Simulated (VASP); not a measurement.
# WS2 in VASP: single point with PBEsol+D3(BJ)

Aim: the single point of WS2 with PBEsol+D3(BJ).

Everything below comes from runs of VASP 6.6.1. Logs are shortened: lines on timing, memory, paths and dates and some standing lists are left out, and cuts for length are marked.

### Step 1. The cell of the first run

The cell holds a slab with vacuum, 3 atoms: a = 3.124 Å, b = 3.124 Å, c = 16.936 Å, α = 90.00°, β = 90.00°, γ = 120.00°.

### Step 2. Single point, PBEsol+D3(BJ) (mode 4 frozen in at -0.076 Å and mode 9 at -0.098 Å (largest displacements))

Input file INCAR:

```
PREC = Accurate
ENCUT = 520
EDIFF = 1E-7
ISMEAR = 0
SIGMA = 0.05
LREAL = F
LASPH = T
NELM = 60
ALGO = Normal
ISIF = 2
LWAVE = F
LCHARG = T
GGA = PS
IVDW = 12
LELF = T
LVHAR = T
NBANDS = 20
```

Input file KPOINTS:

```
regular mesh
0
Gamma
  12 12 2
```

Input file POSCAR:

```
WS2
1.0
    3.1237017326      0.0000000000      0.0000000000
   -1.5618508663      2.7052050543      0.0000000000
    0.0000000000      0.0000000000     16.9362771992
W S
1 2
Direct
    0.3333333333      0.6666666667      0.0020181880
    0.6423365588      0.3333333333      0.9013584013
    0.6909967745      0.3333333333      0.0870688075
```

Potentials or basis: VASP PAW PBE potentials, release 64 (W_sv, S).

Command:

```bash
$ cat potpaw_PBE.64/W_sv/POTCAR potpaw_PBE.64/S/POTCAR > POTCAR
$ mpirun -np 1 vasp_std > vasp.out
```

OUTCAR:

```text
PREC = Accurate
   ENCUT = 520
   EDIFF = 1E-7
   ISMEAR = 0
   LREAL = F
   LASPH = T
   NELM = 60
   ISIF = 2
   GGA = PS
   IVDW = 12
 IVDW          = 12

 ion  position               nearest neighbor table
   1  0.333  0.667  0.002-   3 2.26   3 2.31   3 2.36   2 2.43   2 2.48   2 2.53
   2  0.642  0.333  0.901-   1 2.43   1 2.48   1 2.53
   3  0.691  0.333  0.087-   1 2.26   1 2.31   1 2.36

  LATTYP: Found a hexagonal cell.
 ALAT       =     3.1237017326
 C/A-ratio  =     5.4218611919

  Lattice vectors:

 A1 = (   3.1237017326,   0.0000000000,   0.0000000000)
 A2 = (  -1.5618508663,   2.7052050543,   0.0000000000)
 A3 = (   0.0000000000,   0.0000000000,  16.9362771992)

Analysis of symmetry for initial positions (statically):
=====================================================================
 Subroutine PRICEL returns:
 Original cell was already a primitive cell.

 Routine SETGRP: Setting up the symmetry group for a
 hexagonal supercell.

 Subroutine GETGRP returns: Found  1 space group operations
 (whereof  1 operations were pure point group operations)
 out of a pool of 24 trial point group operations.

The static configuration has the point symmetry C_1 .

Analysis of symmetry for dynamics (positions and initial velocities):
=====================================================================
 Subroutine PRICEL returns:
 Original cell was already a primitive cell.

 Routine SETGRP: Setting up the symmetry group for a
 hexagonal supercell.

 Subroutine GETGRP returns: Found  1 space group operations
 (whereof  1 operations were pure point group operations)
 out of a pool of 24 trial point group operations.

The dynamic configuration has the point symmetry C_1 .

 Subroutine INISYM returns: Found  1 space group operations
 (whereof  1 operations are pure point group operations),
 and found     1 'primitive' translations

----------------------------------------------------------------------------------------

                                     Primitive cell

  volume of cell :     143.1158

  direct lattice vectors                    reciprocal lattice vectors
     3.123701733  0.000000000  0.000000000     0.320132998  0.184828872  0.000000000
    -1.561850866  2.705205054  0.000000000     0.000000000  0.369657745  0.000000000
     0.000000000  0.000000000 16.936277199     0.000000000  0.000000000  0.059044853

  length of vectors
     3.123701733  3.123701733 16.936277199     0.369657745  0.369657745  0.059044853

  position of ions in fractional coordinates (direct lattice)
     0.333333333  0.666666667  0.002018188
     0.642336559  0.333333333  0.901358401
     0.690996775  0.333333333  0.087068808

  ion indices of the primitive-cell ions
   primitive index   ion index
                 1           1
                 2           2
                 3           3

----------------------------------------------------------------------------------------

 KPOINTS: regular mesh

Automatic generation of k-mesh.
 Grid dimensions read from file:
 generate k-points for:   12   12    2

 Generating k-lattice:

  Cartesian coordinates                     Fractional coordinates (reciprocal lattice)
     0.026677750  0.015402406  0.000000000     0.083333333  0.000000000  0.000000000
     0.000000000  0.030804812  0.000000000     0.000000000  0.083333333  0.000000000
     0.000000000  0.000000000  0.029522427     0.000000000  0.000000000  0.500000000

  Length of vectors
     0.030804812  0.030804812  0.029522427

  Shift w.r.t. Gamma in fractional coordinates (k-lattice)
     0.000000000  0.000000000  0.000000000

 Subroutine IBZKPT returns following result:
 ===========================================

 Found    148 irreducible k-points:

 Following reciprocal coordinates:
            Coordinates               Weight
  0.000000  0.000000  0.000000      1.000000
  0.083333 -0.000000  0.000000      2.000000
  0.000000  0.083333  0.000000      2.000000
 -0.083333  0.083333  0.000000      2.000000
  0.166667 -0.000000  0.000000      2.000000
  0.000000  0.166667  0.000000      2.000000
[... 16 lines left out ...]
  0.166667  0.083333  0.000000      2.000000
 -0.083333  0.250000  0.000000      2.000000
 [... further k-points ...]
   k-points           NKPTS =    148   k-points in BZ     NKDIM =    148   number of bands    NBANDS=     20
   number of dos      NEDOS =    301   number of ions     NIONS =      3
   total plane-waves  NPLWV =  72576
   dimension x,y,z NGX =    24 NGY =   24 NGZ =  126
   dimension x,y,z NGXF=    48 NGYF=   48 NGZF=  252
   ions per type =               1   2
   NGX,Y,Z   is equivalent  to a cutoff of  12.77, 12.77, 12.37 a.u.
   NGXF,Y,Z  is equivalent  to a cutoff of  25.55, 25.55, 24.74 a.u.
 SYSTEM =  unknown system
   PREC   = accura    normal or accurate (medium, high low for compatibility)
   ISTART =      0    job   : 0-new  1-cont  2-samecut
   ICHARG =      2    charge: 1-file 2-atom 10-const
   ISPIN  =      1    spin polarized calculation?
   LNONCOLLINEAR =      F non collinear calculations
   LSORBIT =      F    spin-orbit coupling
   LASPH  =      T    aspherical Exc in radial PAW
   ENCUT  =  520.0 eV  38.22 Ry    6.18 a.u.   5.81  5.81 31.49*2*pi/ulx,y,z
   NELM   =     60;   NELMIN=  2; NELMDL= -5     # of ELM steps
   EDIFF  = 0.1E-06   stopping-criterion for ELM
   LREAL  =      F    real-space projection
   EDIFFG = 0.1E-05   stopping-criterion for IOM
   NSW    =      0    number of steps for IOM
   IBRION =     -1    ionic relax: 0-MD 1-quasi-New 2-CG
   NFREE  =      0    steps in history (QN), initial steepest desc. (CG)
   ISIF   =      2    stress and relaxation
   ISYM   =      2    0-nonsym 1-usesym 2-fastsym
   POTIM  = 0.5000    time-step for ionic-motion
   TEBEG  =    0.0;   TEEND  =   0.0 temperature during run
   PSTRESS=    0.0 pullay stress
   NELECT =      26.0000    total number of electrons
   NUPDOWN=      -1.0000    fix difference up-down
   EMIN   =  10.00;   EMAX   =-10.00  energy-range for DOS
   EFERMI =   0.00;   METHOD = LEGACY
   ISMEAR =     0;   SIGMA  =   0.05  broadening in eV -4-tet -1-fermi 0-gaus
   EFERMI_NEDOS =   21; number of points for ismear=-14 and -15
   IALGO  =     38    algorithm
   IMIX   =      4    mixing-type and parameters
     AMIX     =   0.40;   BMIX     =  1.00
     AMIX_MAG =   1.60;   BMIX_MAG =  1.00
  volume/ion in A,a.u.               =      47.71       321.93
  Fermi-wavevector in a.u.,A,eV,Ry     =   0.927193  1.752140 11.696745  0.859686
  Thomas-Fermi vector in A             =   2.053236
   LORBIT       =      0    0 simple, 1 ext, 2 COOP (PROOUT), +10 PAW based schemes
   GGA     = PS    functional components
   LHFCALC =     F    Hartree Fock is set to
   AEXX    =    0.0000 exact exchange contribution
   IVDW    =    12    specifies the selected vdW correction
   LEPSILON=     F    determine dielectric tensor
   LRPA    =     F    only Hartree local field effects (RPA)
 non-spin polarized calculation
 Gauss-broadening in eV      SIGMA  =   0.05
  energy-cutoff  :      520.00
  volume of cell :      143.12
 maximum number of plane-waves:      3888
   NGX = 11   NGY = 11   NGZ = 63

 number of electron      25.9999997 magnetization

 Free energy of the ion-electron system (eV)
  ---------------------------------------------------
  ext. energy  EPLUGINS =         0.00000000
  ---------------------------------------------------
  free energy    TOTEN  =       -24.88268426 eV

  energy without entropy =      -24.88268426  energy(sigma->0) =      -24.88268426

 E-fermi :  -0.8041     XC(G=0):  -4.6384

 val. band max:       -1.0181582344   @ k =   0.0000   0.0000   0.0000
 cond. band min:       0.7149554178   @ k =  -0.1667   0.3333   0.0000
 fundamental gap:      1.7331136522
 Fermi energy:        -0.8040952357

 k-point     1 :       0.0000    0.0000    0.0000
  band No.  band energies     occupation
      1     -74.9405      2.00000
      2     -39.2519      2.00000
      3     -39.0423      2.00000
      4     -39.0225      2.00000
      5     -16.0789      2.00000
      6     -14.3196      2.00000
[... 12 lines left out ...]
     19       4.4617      0.00000
     20       4.6781      0.00000

 k-point     2 :       0.0833   -0.0000    0.0000
  band No.  band energies     occupation
      1     -74.9390      2.00000
      2     -39.2468      2.00000
      3     -39.0704      2.00000
      4     -39.0296      2.00000
      5     -15.9560      2.00000
      6     -14.2705      2.00000
[... 12 lines left out ...]
     19       4.6155      0.00000
     20       5.1021      0.00000

 k-point     3 :       0.0000    0.0833    0.0000
  band No.  band energies     occupation
      1     -74.9390      2.00000
      2     -39.2468      2.00000
      3     -39.0641      2.00000
      4     -39.0358      2.00000
      5     -15.9562      2.00000
      6     -14.2703      2.00000
[... 12 lines left out ...]
     19       4.6135      0.00000
     20       5.1055      0.00000

 k-point     4 :      -0.0833    0.0833    0.0000
  band No.  band energies     occupation
      1     -74.9390      2.00000
      2     -39.2468      2.00000
      3     -39.0563      2.00000
      4     -39.0434      2.00000
      5     -15.9566      2.00000
      6     -14.2700      2.00000
[... 12 lines left out ...]
     19       4.6096      0.00000
     20       5.0950      0.00000

 k-point     5 :       0.1667   -0.0000    0.0000
  band No.  band energies     occupation
      1     -74.9349      2.00000
      2     -39.2334      2.00000
      3     -39.1472      2.00000
      4     -39.0478      2.00000
      5     -15.6076      2.00000
      6     -14.1294      2.00000
[... 12 lines left out ...]
     19       5.0377      0.00000
     20       5.8902      0.00000
[... 353 lines left out ...]
      6     -14.1738      2.00000
[... 12 lines left out ...]
     19       4.8915      0.00000
     20       5.7248      0.00000

 k-point    22 :      -0.1667    0.0833    0.0000
  band No.  band energies     occupation
      1     -74.9362      2.00000
      2     -39.2375      2.00000
      3     -39.1145      2.00000
      4     -39.0502      2.00000
      5     -15.7212      2.00000
      6     -14.1744      2.00000
[... 12 lines left out ...]
     19       4.8984      0.00000
     20       5.7259      0.00000

 k-point    23 :       0.1667    0.0833    0.0000
  band No.  band energies     occupation
      1     -74.9313      2.00000
      2     -39.2266      2.00000
      3     -39.2041      2.00000
      4     -39.0676      2.00000
      5     -15.2889      2.00000
      6     -13.9965      2.00000
[... 12 lines left out ...]
     19       5.4377      0.00000
     20       6.3495      0.00000

 k-point    24 :      -0.0833    0.2500    0.0000
  band No.  band energies     occupation
      1     -74.9314      2.00000
      2     -39.2226      2.00000
      3     -39.1910      2.00000
      4     -39.0835      2.00000
      5     -15.2907      2.00000
      6     -13.9936      2.00000
[... 12 lines left out ...]
     19       5.4201      0.00000
     20       6.3367      0.00000

 [... further k-points ...]

------------------------ aborting loop because EDIFF is reached ----------------------------------------

 Edisp (eV)   -0.75923

 E8    (eV) :    -0.5103

  FORCE on cell =-STRESS in cart. coord.  units (eV):
  Direction    XX          YY          ZZ          XY          YZ          ZX
  --------------------------------------------------------------------------------------
  -------------------------------------------------------------------------------------
  Total       0.81182     0.79931     0.70373     0.55289    -0.06070    -2.53398
  in kB       9.08835     8.94822     7.87822     6.18961    -0.67954   -28.36779
  external pressure =        8.64 kB  Pullay stress =        0.00 kB

 VOLUME and BASIS-vectors are now :
 -----------------------------------------------------------------------------
  energy-cutoff  :      520.00
  volume of cell :      143.12
      direct lattice vectors                 reciprocal lattice vectors
     3.123701733  0.000000000  0.000000000     0.320132998  0.184828872  0.000000000
    -1.561850866  2.705205054  0.000000000     0.000000000  0.369657745  0.000000000
     0.000000000  0.000000000 16.936277199     0.000000000  0.000000000  0.059044853

 POSITION                                       TOTAL-FORCE (eV/Angst)
 -----------------------------------------------------------------------------------
     -0.00000      1.80347      0.03418         0.515536      0.109239     -4.522323
      1.48585      0.90174     15.26566         0.569404     -0.030748      1.833787
      1.63785      0.90174      1.47462        -1.084939     -0.078491      2.688536
 -----------------------------------------------------------------------------------
    total drift:                                0.000009     -0.000001      0.000050

  FREE ENERGIE OF THE ION-ELECTRON SYSTEM (eV)
  ---------------------------------------------------
  free  energy   TOTEN  =       -25.6419186529 eV

  energy  without entropy=      -25.6419186529  energy(sigma->0) =      -25.64191865
```

It took 8.4 min on 1 thread of Intel Xeon Platinum 8259CL at 2.50GHz (Skylake/Cascade Lake), shared host; peak memory 0.54 GiB.

Results:

| Property | Result |
| --- | --- |
| Free energy | -25.6419 eV |
| Largest force | 4.553 eV/Å |
| Band gap on the k mesh | 1.73 eV, indirect (least direct gap 2.03 eV) |
| Dispersion energy per atom | -0.253 eV |

Forces on the atoms (eV/Å):
```
W    0.516  0.109 -4.522
S    0.569 -0.031  1.834
S   -1.085 -0.078  2.689
```

Levels at points of the mesh, in eV from the valence-band top:
| k point | band 10 | band 11 | band 12 | band 13 | band 14 | band 15 | band 16 | band 17 |
| --- | --- | --- | --- | --- | --- | --- | --- | --- |
| (0.00, 0.00, 0.00) | -2.46 | -1.38 | -1.38 | 0.00 | 2.49 | 2.75 | 3.39 | 3.75 |
| (0.50, 0.00, 0.00) | -3.56 | -2.28 | -1.09 | -1.06 | 2.98 | 3.19 | 3.91 | 4.81 |
| (0.00, 0.50, 0.00) | -3.60 | -2.33 | -1.07 | -0.96 | 2.98 | 3.25 | 4.00 | 4.76 |
| (0.50, 0.50, 0.00) | -3.68 | -2.40 | -1.05 | -0.84 | 3.00 | 3.30 | 4.08 | 4.88 |
| (0.00, 0.00, 0.50) | -2.46 | -1.38 | -1.38 | 0.00 | 2.49 | 2.75 | 3.39 | 3.75 |
| (0.50, 0.00, 0.50) | -3.56 | -2.28 | -1.09 | -1.06 | 2.98 | 3.19 | 3.91 | 4.81 |
| (0.00, 0.50, 0.50) | -3.60 | -2.33 | -1.07 | -0.96 | 2.98 | 3.25 | 4.00 | 4.76 |
| (0.50, 0.50, 0.50) | -3.68 | -2.40 | -1.05 | -0.84 | 3.00 | 3.30 | 4.08 | 4.88 |

Caveat: the cell differs from its parent crystal (mode 4 frozen in at -0.076 Å and mode 9 at -0.098 Å (largest displacements)); the PAW data sets were made with another functional, which shifts forces and pressure a little; spin-orbit coupling is left out, which moves the levels of the heavy elements.
